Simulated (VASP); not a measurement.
**Cd: single point with PBEsol**

Cd:

```xyz
1
Lattice="-1.7484 1.7484 1.7484 1.7484 -1.7484 1.7484 1.7484 1.7484 -1.7484" Properties=species:S:1:pos:R:3 pbc="T T T"
Cd    0.0000    0.0000    0.0000
```

```
Program                : VASP 6.6.1
Task                   : single point
Functional             : PBEsol
Potentials or basis    : VASP PAW PBE potentials, release 64 (Cd)
Cutoff                 : 500 eV
k mesh                 : 16 × 16 × 16
Occupations            : gaussian, width 0.1 eV
Spin                   : no spin polarisation
Dipole correction      : no
Further INCAR settings : ALGO = Normal; EDIFF = 1e-06; NBANDS = 12
```

| Quantity | Value |
| --- | --- |
| Pressure | 0.3 GPa |
| Band gap on the k mesh | zero (band 6 reaches 6.30 eV, above the bottom of band 7 at 2.00 eV) |

Levels at points of the mesh, in eV from the Fermi level:
```
           k point  band 2  band 3  band 4  band 5  band 6  band 7  band 8  band 9  band 10  band 11
(0.00, 0.00, 0.00)   -9.32   -9.32   -9.09   -8.64   -8.64   15.57   15.57   15.57    16.64    16.64
(0.50, 0.00, 0.00)   -9.67   -8.67   -8.61   -8.17   -2.30   -0.93    9.48   10.08    13.85    14.55
(0.50, 0.50, 0.50)   -9.86   -8.29   -8.29   -8.29    3.38    3.38    3.38    5.98     8.13     8.13
```

Wall time 34 s on 1 thread of Intel Xeon 8259CL, with other jobs on the host, peak memory 0.16 GiB.

Caveat: the PAW data sets were made with another functional, which shifts forces and pressure a little.
